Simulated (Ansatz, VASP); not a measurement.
**SrCl2 in VASP and in Ansatz**

The input POSCAR:

```
SrCl2
1.0
    0.0979425500      3.4855000000      3.4855000000
    3.5834425500      0.0000000000      3.5834425500
    3.4855000000      3.4855000000      0.0979425500
Sr Cl
1 2
Direct
    0.0000000000      0.0000000000      0.0000000000
    0.2500000000      0.2500000000      0.2500000000
    0.7500000000      0.7500000000      0.7500000000
```

Contents of INCAR.step1:

```
  PREC = Accurate
  ENCUT = 520
  ISMEAR = 0
  SIGMA = 0.05
  LREAL = F
  LASPH = T
  NELM = 100
  NBANDS = 19
  GGA = PE
  ALGO = Normal
  EDIFF = 1E-4
  LWAVE = T
  LCHARG = F
```

The input INCAR.step2:

```
  PREC = Accurate
  ENCUT = 520
  EDIFF = 1E-6
  ISMEAR = 0
  SIGMA = 0.05
  LREAL = F
  LASPH = T
  NELM = 100
  ALGO = Normal
  ISIF = 2
  LWAVE = F
  LCHARG = F
  METAGGA = R2SCAN
  LMIXTAU = T
  NBANDS = 19
  ISTART = 1
```

File KPOINTS:

```
Automatic mesh
0
Gamma
  6 6 6
```

Input for Ansatz:

```yaml
crystal:
  lattice:
    - [0.09794255, 3.4855, 3.4855]
    - [3.58344255, 0.0, 3.58344255]
    - [3.4855, 3.4855, 0.09794255]
  atoms:
    - { symbol: Sr, position: [0.0, 0.0, 0.0] }
    - { symbol: Cl, position: [0.25, 0.25, 0.25] }
    - { symbol: Cl, position: [0.75, 0.75, 0.75] }
basis:
  ecutwfc: 500
kpoints:
  mp_grid: { grid: [6, 6, 6] }
hamiltonian:
  xc: r2scan
scf:
  occupations: { method: gaussian, width: 0.05 }
output:
  forces: true
  stress: true
  eigenvalues: true
```

Change from the starting cell: strain +0.0562 x Voigt [0, 0, 0, 0, 1, 0], atoms carried along.

Alike in both runs: task single point; functional r2SCAN; k mesh 6 × 6 × 6; occupations gaussian, width 0.05 eV; no spin polarisation.

|  | VASP | Ansatz |
| --- | --- | --- |
| version | VASP 6.6.1 | Ansatz 0.2.0 |
| potentials or method | VASP PAW PBE potentials, release 64 (Sr_sv, Cl), cutoff 520 eV | scalar-relativistic, plane waves, PAW |
| valence electrons in the cell | 24 | 24 |

Ansatz gave:

```
gap on the k mesh at the Fermi level (eV)                     : 5.98
least direct gap on the mesh (eV)                             : 6.00
pressure (GPa)                                                : 0.5
traceless stress, the component that is largest in VASP (GPa) : -0.92
rms of the force components (eV/Å)                            : 0.072
```

Question: Which values does VASP return?

Answer: gap on the k mesh at the Fermi level (eV): 5.98; least direct gap on the mesh (eV): 6.00; pressure (GPa): 0.6; traceless stress, the component that is largest in VASP (GPa): -0.94; rms of the force components (eV/Å): 0.074.

VASP's potentials were made for PBE, not for r2SCAN. Atom by atom the forces differ by 0.002 eV/Å (rms over components). With one functional, cell and mesh, what is left measures potentials, basis and numerics.
